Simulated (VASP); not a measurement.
# VInP2Se6 (C2) in VASP: single point with PBE

Aim: the single point of VInP2Se6 with PBE.

All numbers are computed with VASP 6.6.1; they aren't measurements. Logs are shortened: lines on timing, memory, paths and dates and some standing lists are left out, and cuts for length are marked.

### 1 The cell of the first run

Symmetry: C2, No. 5, monoclinic system. The conventional cell has a = 6.379 Å, b = 11.088 Å, c = 7.025 Å, α = 90.00°, β = 106.82°, γ = 90.00°. V (site symmetry 2) has 6 Se at 2.59 to 2.61 Å within 3.4 Å. Within 3.0 Å of Se (site symmetry 1) lie 1 P at 2.17 Å and 1 V at 2.61 Å and 1 In at 2.92 Å. Se (site symmetry 1) has 1 P at 2.21 Å and 1 V at 2.59 Å and 1 In at 2.92 Å within 3.0 Å. Within 3.0 Å of Se (site symmetry 1) lie 1 P at 2.26 Å and 1 V at 2.60 Å and 1 In at 2.84 Å. Within 3.9 Å of In (site symmetry 2) lie 6 Se at 2.84 to 2.92 Å and 3 V at 3.64 to 3.78 Å and 6 P at 3.84 to 3.86 Å. Within 2.9 Å of P (site symmetry 1) lie 3 Se at 2.17 to 2.26 Å and 1 P at 2.21 Å.

### 2 Single point, PBE

File INCAR:

```
ALGO = Normal
EDIFF = 1E-7
ENCUT = 520
GGA = PE
ISIF = 2
ISMEAR = 0
LASPH = T
LCHARG = F
LREAL = F
LWAVE = F
NBANDS = 47
NELM = 60
PREC = Accurate
SIGMA = 0.0733
```

File KPOINTS:

```
k-points
0
Gamma
  5 5 4
```

File POSCAR:

```
VInP2Se6
1.0
    6.3790040000      0.0000000000      0.0000000000
    3.1895020000     -5.5439850000      0.0000000000
    2.0327810000      0.0000000000     -6.7244210000
V Se In P
1 6 1 2
Direct
    0.3270000000      0.3460000000      0.0000000000
    0.3872000000      0.6594000000      0.7402000000
    0.9534000000      0.6594000000      0.2598000000
    0.7231000000      0.0476000000      0.7484000000
    0.2293000000      0.0476000000      0.2516000000
    0.5641000000      0.3214000000      0.2547000000
    0.1145000000      0.3214000000      0.7453000000
    0.6680000000      0.6640000000      0.0000000000
    0.0511000000      0.0000000000      0.8354000000
    0.9489000000      0.0000000000      0.1646000000
```

Potentials or basis: VASP PAW PBE potentials, release 64 (V_sv, Se, In_d, P).

Run with:

```sh
> cat potpaw_PBE.64/V_sv/POTCAR potpaw_PBE.64/Se/POTCAR potpaw_PBE.64/In_d/POTCAR potpaw_PBE.64/P/POTCAR > POTCAR
> mpirun -np 1 vasp_std > vasp.out
```

OUTCAR:

```text
EDIFF = 1E-7
   ENCUT = 520
   GGA = PE
   ISIF = 2
   ISMEAR = 0
   LASPH = T
   LREAL = F
   NELM = 60
   PREC = Accurate

 ion  position               nearest neighbor table
   1  0.327  0.346  0.000-   5 2.59   4 2.59   7 2.60   6 2.60   3 2.61   2 2.61
   2  0.387  0.659  0.740-   9 2.17   1 2.61   8 2.92
   3  0.953  0.659  0.260-  10 2.17   1 2.61   8 2.92
   4  0.723  0.048  0.748-   9 2.21   1 2.59   8 2.92
   5  0.229  0.048  0.252-  10 2.21   1 2.59   8 2.92
   6  0.564  0.321  0.255-  10 2.26   1 2.60   8 2.84
   7  0.114  0.321  0.745-   9 2.26   1 2.60   8 2.84
   8  0.668  0.664  0.000-   6 2.84   7 2.84   2 2.92   3 2.92   5 2.92   4 2.92
   9  0.051  0.000  0.835-   2 2.17   4 2.21  10 2.21   7 2.26
  10  0.949  0.000  0.165-   3 2.17   5 2.21   9 2.21   6 2.26

  LATTYP: Found a base centered monoclinic cell.
 ALAT       =     6.3790040000
 B/A-ratio  =     1.7381976873
 C/A-ratio  =     1.1012625333
 COS(beta)  =    -0.2893655691

  Lattice vectors:

 A1 = (  -3.1895020000,  -5.5439850000,   0.0000000000)
 A2 = (  -3.1895020000,   5.5439850000,   0.0000000000)
 A3 = (   2.0327810000,   0.0000000000,  -6.7244210000)

Analysis of symmetry for initial positions (statically):
=====================================================================
 Subroutine PRICEL returns:
 Original cell was already a primitive cell.

 Routine SETGRP: Setting up the symmetry group for a
 base centered monoclinic supercell.

 Subroutine GETGRP returns: Found  2 space group operations
 (whereof  2 operations were pure point group operations)
 out of a pool of  4 trial point group operations.

The static configuration has the point symmetry C_2 .

Analysis of symmetry for dynamics (positions and initial velocities):
=====================================================================
 Subroutine PRICEL returns:
 Original cell was already a primitive cell.

 Routine SETGRP: Setting up the symmetry group for a
 base centered monoclinic supercell.

 Subroutine GETGRP returns: Found  2 space group operations
 (whereof  2 operations were pure point group operations)
 out of a pool of  4 trial point group operations.

The dynamic configuration has the point symmetry C_2 .

 Subroutine INISYM returns: Found  2 space group operations
 (whereof  2 operations are pure point group operations),
 and found     1 'primitive' translations

----------------------------------------------------------------------------------------

                                     Primitive cell

  volume of cell :     237.8098

  direct lattice vectors                    reciprocal lattice vectors
     6.379004000  0.000000000  0.000000000     0.156764285  0.090187834  0.047389576
     3.189502000 -5.543985000  0.000000000     0.000000000 -0.180375668  0.000000000
     2.032781000  0.000000000 -6.724421000     0.000000000  0.000000000 -0.148711688

  length of vectors
     6.379004000  6.395990360  7.024958105     0.186961649  0.180375668  0.148711688

  position of ions in fractional coordinates (direct lattice)
     0.327000000  0.346000000  0.000000000
     0.387200000  0.659400000  0.740200000
     0.953400000  0.659400000  0.259800000
     0.723100000  0.047600000  0.748400000
     0.229300000  0.047600000  0.251600000
     0.564100000  0.321400000  0.254700000
     0.114500000  0.321400000  0.745300000
     0.668000000  0.664000000  0.000000000
     0.051100000  0.000000000  0.835400000
     0.948900000  0.000000000  0.164600000

  ion indices of the primitive-cell ions
   primitive index   ion index
                 1           1
                 2           2
                 3           3
                 4           4
                 5           5
                 6           6
                 7           7
                 8           8
                 9           9
                10          10

----------------------------------------------------------------------------------------

 KPOINTS: k-points

Automatic generation of k-mesh.
 Grid dimensions read from file:
 generate k-points for:    5    5    4

 Generating k-lattice:

  Cartesian coordinates                     Fractional coordinates (reciprocal lattice)
     0.031352857  0.018037567  0.009477915     0.200000000  0.000000000  0.000000000
     0.000000000 -0.036075134  0.000000000     0.000000000  0.200000000  0.000000000
     0.000000000  0.000000000 -0.037177922     0.000000000  0.000000000  0.250000000

  Length of vectors
     0.037392330  0.036075134  0.037177922

  Shift w.r.t. Gamma in fractional coordinates (k-lattice)
     0.000000000  0.000000000  0.000000000

 Subroutine IBZKPT returns following result:
 ===========================================

 Found     33 irreducible k-points:

 Following reciprocal coordinates:
            Coordinates               Weight
  0.000000  0.000000  0.000000      1.000000
  0.200000  0.000000  0.000000      4.000000
  0.400000  0.000000  0.000000      4.000000
  0.000000  0.200000  0.000000      2.000000
  0.400000  0.200000  0.000000      2.000000
 -0.400000  0.200000 -0.000000      4.000000
[... 16 lines left out ...]
  0.400000 -0.400000  0.250000      4.000000
 -0.400000 -0.200000  0.250000      2.000000
 [... further k-points ...]
   k-points           NKPTS =     33   k-points in BZ     NKDIM =     33   number of bands    NBANDS=     47
   number of dos      NEDOS =    301   number of ions     NIONS =     10
   total plane-waves  NPLWV = 124416
   dimension x,y,z NGX =    48 NGY =   48 NGZ =   54
   dimension x,y,z NGXF=    96 NGYF=   96 NGZF=  108
   ions per type =               1   6   1   2
   NGX,Y,Z   is equivalent  to a cutoff of  12.51, 12.48, 12.78 a.u.
   NGXF,Y,Z  is equivalent  to a cutoff of  25.02, 24.95, 25.56 a.u.
 SYSTEM =  unknown system
   PREC   = accura    normal or accurate (medium, high low for compatibility)
   ISTART =      0    job   : 0-new  1-cont  2-samecut
   ICHARG =      2    charge: 1-file 2-atom 10-const
   ISPIN  =      1    spin polarized calculation?
   LNONCOLLINEAR =      F non collinear calculations
   LSORBIT =      F    spin-orbit coupling
   LASPH  =      T    aspherical Exc in radial PAW
   ENCUT  =  520.0 eV  38.22 Ry    6.18 a.u.  11.86 11.89 13.06*2*pi/ulx,y,z
   NELM   =     60;   NELMIN=  2; NELMDL= -5     # of ELM steps
   EDIFF  = 0.1E-06   stopping-criterion for ELM
   LREAL  =      F    real-space projection
   EDIFFG = 0.1E-05   stopping-criterion for IOM
   NSW    =      0    number of steps for IOM
   IBRION =     -1    ionic relax: 0-MD 1-quasi-New 2-CG
   NFREE  =      0    steps in history (QN), initial steepest desc. (CG)
   ISIF   =      2    stress and relaxation
   ISYM   =      2    0-nonsym 1-usesym 2-fastsym
   POTIM  = 0.5000    time-step for ionic-motion
   TEBEG  =    0.0;   TEEND  =   0.0 temperature during run
   PSTRESS=    0.0 pullay stress
   NELECT =      72.0000    total number of electrons
   NUPDOWN=      -1.0000    fix difference up-down
   EMIN   =  10.00;   EMAX   =-10.00  energy-range for DOS
   EFERMI =   0.00;   METHOD = LEGACY
   ISMEAR =     0;   SIGMA  =   0.07  broadening in eV -4-tet -1-fermi 0-gaus
   EFERMI_NEDOS =   21; number of points for ismear=-14 and -15
   IALGO  =     38    algorithm
   IMIX   =      4    mixing-type and parameters
     AMIX     =   0.40;   BMIX     =  1.00
     AMIX_MAG =   1.60;   BMIX_MAG =  1.00
  volume/ion in A,a.u.               =      23.78       160.48
  Fermi-wavevector in a.u.,A,eV,Ry     =   1.099282  2.077341 16.441560  1.208421
  Thomas-Fermi vector in A             =   2.235674
   LORBIT       =      0    0 simple, 1 ext, 2 COOP (PROOUT), +10 PAW based schemes
   GGA     = PE    functional components
   LHFCALC =     F    Hartree Fock is set to
   AEXX    =    0.0000 exact exchange contribution
   IVDW    =     0    specifies the selected vdW correction
   LEPSILON=     F    determine dielectric tensor
   LRPA    =     F    only Hartree local field effects (RPA)
 non-spin polarized calculation
 Gauss-broadening in eV      SIGMA  =   0.07
  energy-cutoff  :      520.00
  volume of cell :      237.81
 maximum number of plane-waves:      6422
   NGX = 23   NGY = 23   NGZ = 27

 number of electron      72.0000010 magnetization

 Free energy of the ion-electron system (eV)
  ---------------------------------------------------
  ext. energy  EPLUGINS =         0.00000000
  ---------------------------------------------------
  free energy    TOTEN  =       -45.15944768 eV

  energy without entropy =      -45.12402696  energy(sigma->0) =      -45.14173732

 E-fermi :   5.2035     XC(G=0):  -9.3724

 val. band max:        5.2011574679   @ k =   0.2000  -0.4000   0.2500
 cond. band min:       5.2090493807   @ k =  -0.4000   0.2000   0.5000
 fundamental gap:      0.0078919128
 Fermi energy:         5.2035327689

 k-point     1 :       0.0000    0.0000    0.0000
  band No.  band energies     occupation
      1     -59.3601      2.00000
      2     -33.2441      2.00000
      3     -33.2231      2.00000
      4     -33.2182      2.00000
      5     -11.5578      2.00000
      6     -10.3473      2.00000
[... 39 lines left out ...]
     46       7.5212      0.00000
     47       8.1832      0.00000

 k-point     2 :       0.2000    0.0000    0.0000
  band No.  band energies     occupation
      1     -59.3601      2.00000
      2     -33.2441      2.00000
      3     -33.2231      2.00000
      4     -33.2182      2.00000
      5     -11.4913      2.00000
      6     -10.3443      2.00000
[... 39 lines left out ...]
     46       7.8854      0.00000
     47       8.2481      0.00000

 k-point     3 :       0.4000    0.0000    0.0000
  band No.  band energies     occupation
      1     -59.3601      2.00000
      2     -33.2441      2.00000
      3     -33.2231      2.00000
      4     -33.2182      2.00000
      5     -11.3682      2.00000
      6     -10.3354      2.00000
[... 1039 lines left out ...]
     46       8.0634      0.00000
     47       8.4416      0.00000

 k-point    24 :      -0.4000   -0.2000    0.2500
  band No.  band energies     occupation
      1     -59.3601      2.00000
      2     -33.2441      2.00000
      3     -33.2231      2.00000
      4     -33.2182      2.00000
      5     -11.3496      2.00000
      6     -10.4066      2.00000
[... 39 lines left out ...]
     46       8.0811      0.00000
     47       8.4993      0.00000

 [... further k-points ...]

------------------------ aborting loop because EDIFF is reached ----------------------------------------

  FORCE on cell =-STRESS in cart. coord.  units (eV):
  Direction    XX          YY          ZZ          XY          YZ          ZX
  --------------------------------------------------------------------------------------
  -------------------------------------------------------------------------------------
  Total        6.8583202      7.5888053     -1.4520621      0.0000000      0.0000000     -0.0126951
  in kB       46.2060160     51.1274549     -9.7828626      0.0000000      0.0000000     -0.0855298
  external PRESSURE =      29.1835361 kB  Pullay stress =       0.0000000 kB

 VOLUME and BASIS-vectors are now :
 -----------------------------------------------------------------------------
  energy-cutoff  :      520.00
  volume of cell :      237.81
      direct lattice vectors                 reciprocal lattice vectors
     6.379004000  0.000000000  0.000000000     0.156764285  0.090187834  0.047389576
     3.189502000 -5.543985000  0.000000000     0.000000000 -0.180375668  0.000000000
     2.032781000  0.000000000 -6.724421000     0.000000000  0.000000000 -0.148711688

 POSITION                                       TOTAL-FORCE (eV/Angst)
 -----------------------------------------------------------------------------------
      3.18950     -1.91822      0.00000        -0.000000      0.240087      0.000000
      6.07777     -3.65570     -4.97742         0.322699      1.066109     -0.124499
      8.71302     -3.65570     -1.74700        -0.322699      1.066109      0.124499
      6.28581     -0.26389     -5.03256        -0.813372     -0.243058     -0.310636
      2.12597     -0.26389     -1.69186         0.813372     -0.243058      0.310636
      5.14125     -1.78184     -1.71271        -0.463747     -0.216902      0.381657
      3.27053     -1.78184     -5.01171         0.463747     -0.216902     -0.381657
      6.37900     -3.68121      0.00000        -0.000000     -0.150677      0.000000
      2.02415      0.00000     -5.61758         0.024999     -0.650854     -0.301578
      6.38763      0.00000     -1.10684        -0.024999     -0.650854      0.301578
 -----------------------------------------------------------------------------------
    total drift:                                0.000000      0.000814      0.000000

  FREE ENERGIE OF THE ION-ELECTRON SYSTEM (eV)
  ---------------------------------------------------
  free  energy   TOTEN  =       -45.1594476838 eV

  energy  without entropy=      -45.1240269611  energy(sigma->0) =      -45.14173732
```

Wall time 6 min (1 thread of AMD EPYC 7R13 (Zen 3), shared host); peak memory 0.54 GiB.

What came out:

```yaml
Free_energy: -45.1594 eV
Pressure: 2.9 GPa
Largest_force: 1.121 eV/Å
Band_gap_on_the_k_mesh: zero (bands 36 and 37 overlap by 0.10 eV)
```

Forces in eV/Å, atoms in the order of the input:
```
V    0.000  0.240  0.000
Se   0.323  1.066 -0.124
Se  -0.323  1.066  0.124
Se  -0.813 -0.243 -0.311
Se   0.813 -0.243  0.311
Se  -0.464 -0.217  0.382
Se   0.464 -0.217 -0.382
In   0.000 -0.151  0.000
P    0.025 -0.651 -0.302
P   -0.025 -0.651  0.302
```

Levels at points of the mesh, in eV from the Fermi level:
```csv
k point,band 32,band 33,band 34,band 35,band 36,band 37,band 38,band 39,band 40,band 41
"(0.00, 0.00, 0.00)",-2.38,-2.24,-2.12,-0.94,0.06,0.07,0.32,0.73,1.28,1.56
"(0.00, 0.00, 0.50)",-2.34,-2.22,-2.13,-0.90,0.02,0.11,0.49,0.90,1.28,1.59
```

Caveat: spin-orbit coupling is left out, which moves the levels of the heavy elements; this functional lacks dispersion, which binds the layers, so the pressure and a relaxed spacing across them are unreliable; the run has no spin polarisation, though such a crystal can be magnetic; forces of over 1 eV/Å act on the atoms, so gaps and moduli don't describe the material at rest.
